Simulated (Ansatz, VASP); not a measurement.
One calculation of CaO, two programs

POSCAR

```
CaO
1.0
    0.0000000000      2.4035556960      2.4035556960
    2.4035556960      0.0000000000      2.4035556960
    2.4035556960      2.4035556960      0.0000000000
Ca O
1 1
Direct
    0.0000000000      0.0000000000      0.0000000000
    0.5000000000      0.5000000000      0.5000000000
```

File INCAR.step1:

```
SYSTEM = CaO
PREC     = Accurate       ! precision mode
ENCUT    = 520            ! plane-wave cutoff, eV
EDIFF    = 1E-5           ! SCF threshold, eV
ISMEAR   = -1             ! smearing method
SIGMA    = 0.05           ! smearing width, eV
LREAL    = .False.        ! projectors in reciprocal space
LASPH    = .True.         ! aspherical terms in the spheres
NELM     = 100            ! most SCF steps
ALGO     = Normal         ! electronic algorithm
ISIF     = 2              ! what is computed and relaxed
LWAVE    = .True.         ! write WAVECAR
NBANDS   = 15             ! bands
GGA      = PE             ! functional
```

File INCAR.step2:

```
SYSTEM = CaO
PREC     = Accurate       ! precision mode
ENCUT    = 520            ! plane-wave cutoff, eV
EDIFF    = 1E-6           ! SCF threshold, eV
ISMEAR   = -1             ! smearing method
SIGMA    = 0.05           ! smearing width, eV
LREAL    = .False.        ! projectors in reciprocal space
LASPH    = .True.         ! aspherical terms in the spheres
NELM     = 100            ! most SCF steps
ALGO     = Normal         ! electronic algorithm
ISIF     = 2              ! what is computed and relaxed
LWAVE    = .False.        ! write WAVECAR
LCHARG   = .True.         ! write CHGCAR
METAGGA  = R2SCAN         ! meta-GGA
LHFCALC  = .True.         ! exact exchange
AEXX     = 0.1            ! exact-exchange fraction
LMIXTAU  = .True.       
PRECFOCK = Normal       
LELF     = .True.         ! ELF
LVHAR    = .True.       
NBANDS   = 15             ! bands
ISTART   = 1
```

KPOINTS

```
regular mesh
0
Gamma
  5 5 5
  0 0 0
```

Contents of input.yaml:

```yaml
crystal:
  lattice:
    - [0.0, 2.403555696, 2.403555696]
    - [2.403555696, 0.0, 2.403555696]
    - [2.403555696, 2.403555696, 0.0]
  atoms:
    - { symbol: Ca, position: [0.0, 0.0, 0.0] }
    - { symbol: O, position: [0.5, 0.5, 0.5] }
hamiltonian:
  xc: r2scanh
  pseudopotentials: { kind: paw }
kpoints:
  mp_grid: { grid: [5, 5, 5] }
  band_path:
    path:
      - [[0.0, 0.0, 0.0], [0.5, 0.0, 0.5], [0.5, 0.25, 0.75], [0.375, 0.375, 0.75], [0.0, 0.0, 0.0], [0.5, 0.5, 0.5], [0.625, 0.25, 0.625], [0.5, 0.25, 0.75], [0.5, 0.5, 0.5], [0.375, 0.375, 0.75]]
      - [[0.625, 0.25, 0.625], [0.5, 0.0, 0.5]]
    npoints: 4
scf:
  occupations: { method: fermi_dirac, width: 0.05 }
  n_extra_bands: 6
output:
  forces: true
  stress: true
  eigenvalues: true
  fatbands: false
```

Alike in both runs: functional r2SCANh; k mesh 5 × 5 × 5; occupations fermi-dirac, width 0.05 eV; no spin polarisation.

```csv
,VASP,Ansatz
version,VASP 6.6.1,Ansatz 0.2.0
potentials or method,"VASP PAW PBE potentials, release 64 (Ca_sv, O)",Ansatz PAW
plane-wave cutoff (eV),520,500
valence electrons in the cell,16,16
task,single point,band structure
```

```csv
,VASP,Ansatz,Ansatz less VASP
gap on the k mesh at the Fermi level (eV),5.27,5.27,+0.004
least direct gap on the mesh (eV),5.66,5.67,+0.007
pressure (GPa),-0.3,-1.3,-1.02
```

VASP's potentials were made for PBE, not for r2SCANh.

The k mesh is coarse, so the values compare programs but aren't converged. Noted on Ansatz's run: the k mesh misses the band edges, so the gap on the mesh is wider than the one along the path.
